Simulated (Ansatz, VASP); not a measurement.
One calculation of Si2Ni, two programs

INCAR

```
PREC = Accurate
ENCUT = 520
EDIFF = 1E-7
ISMEAR = 0
SIGMA = 0.15
LREAL = False
LASPH = True
NELM = 60
ALGO = Normal
ISIF = 2
LWAVE = False
LCHARG = False
GGA = PS
NBANDS = 16
```

KPOINTS

```
regular mesh
0
Gamma
  16 16 16
```

Contents of POSCAR:

```
Si2Ni
1.0
    0.0000000000      2.4800484568      2.6957048444
    2.4800484568      0.0000000000      2.6957048444
    2.4800484568      2.4800484568      0.0000000000
Si Ni
2 1
Direct
    0.2500000000      0.2500000000      0.2500000000
    0.7500000000      0.7500000000      0.7500000000
    0.0000000000      0.0000000000      0.0000000000
```

Input for Ansatz:

```yaml
crystal:
  lattice:
    - [0.0, 2.4800484568, 2.6957048444]
    - [2.4800484568, 0.0, 2.6957048444]
    - [2.4800484568, 2.4800484568, 0.0]
  atoms:
    - { symbol: Si, position: [0.25, 0.25, 0.25] }
    - { symbol: Si, position: [0.75, 0.75, 0.75] }
    - { symbol: Ni, position: [0.0, 0.0, 0.0] }
basis:
  ecutwfc: 420
kpoints:
  mp_grid: { grid: [16, 16, 16] }
hamiltonian:
  xc: pbesol
scf:
  occupations: { method: gaussian, width: 0.15 }
output:
  forces: true
  stress: true
  eigenvalues: true
```

Change from the starting cell: strain -0.080 along x and y, +0.000 along z, atoms carried along.

Alike in both runs: task single point; functional PBEsol; k mesh 16 × 16 × 16; occupations gaussian, width 0.15 eV; no spin polarisation.

|  | VASP | Ansatz |
| --- | --- | --- |
| version | VASP 6.6.1 | Ansatz 0.2.0 |
| potentials or method | VASP PAW PBE potentials, release 64 (Si, Ni), cutoff 520 eV | scalar-relativistic, plane waves, PAW |
| valence electrons in the cell | 18 | 26 |

|  | VASP | Ansatz | Ansatz less VASP |
| --- | --- | --- | --- |
| gap on the k mesh at the Fermi level (eV) | none | none | - |
| pressure (GPa) | 39.6 | 39.5 | -0.05 |
| traceless stress, the component that is largest in VASP (GPa) | -6.10 | -6.17 | -0.060 |

VASP's potentials were made for PBE, not for PBEsol. A gap of «none» marks a metal or a gap that the smearing closes. Both programs put the cell under a high pressure, so it lies far from rest at this level. VASP's potentials hold 18 valence electrons a cell and Ansatz's 26, so a difference there can come from the potentials and not from the codes.
